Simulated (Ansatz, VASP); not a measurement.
# ZnPt2 in VASP and in Ansatz

```
Zn Pt
1.0
     0.00000    2.92869    2.92869
     2.92869    0.00000    2.92869
     2.92869    2.92869    0.00000
Zn Pt
1 2
Direct
  0.00000 0.00000 0.00000
  0.25000 0.25000 0.25000
  0.75000 0.75000 0.75000
```

Alike in both runs: task relaxation of cell and atoms; functional PBE; k mesh 14 × 14 × 14; occupations gaussian, width 0.1 eV; no spin polarisation.

|  | VASP | Ansatz |
| --- | --- | --- |
| version | VASP 6.6.1 | Ansatz 0.2.0 |
| potentials or method | VASP PAW PBE potentials, release 64 (Zn, Pt), cutoff 600 eV | scalar-relativistic, plane waves, PAW |
| valence electrons in the cell | 32 | 48 |

Ansatz gave:

```
gap on the k mesh at the Fermi level, each at its own relaxed structure (eV)  : none
relaxed volume (Å³/atom)                                                      : 16.79
relaxed length of the cell vector where the two differ most in proportion (Å) : 4.145
```

Problem. Estimate VASP's values.

Solution. gap on the k mesh at the Fermi level, each at its own relaxed structure (eV): none; relaxed volume (Å³/atom): 16.82; relaxed length of the cell vector where the two differ most in proportion (Å): 4.148.

A gap of «none» marks a metal or a gap that the smearing closes. VASP's potentials hold 32 valence electrons a cell and Ansatz's 48, so a difference there can come from the potentials and not from the codes.

Spin-orbit coupling is off throughout.
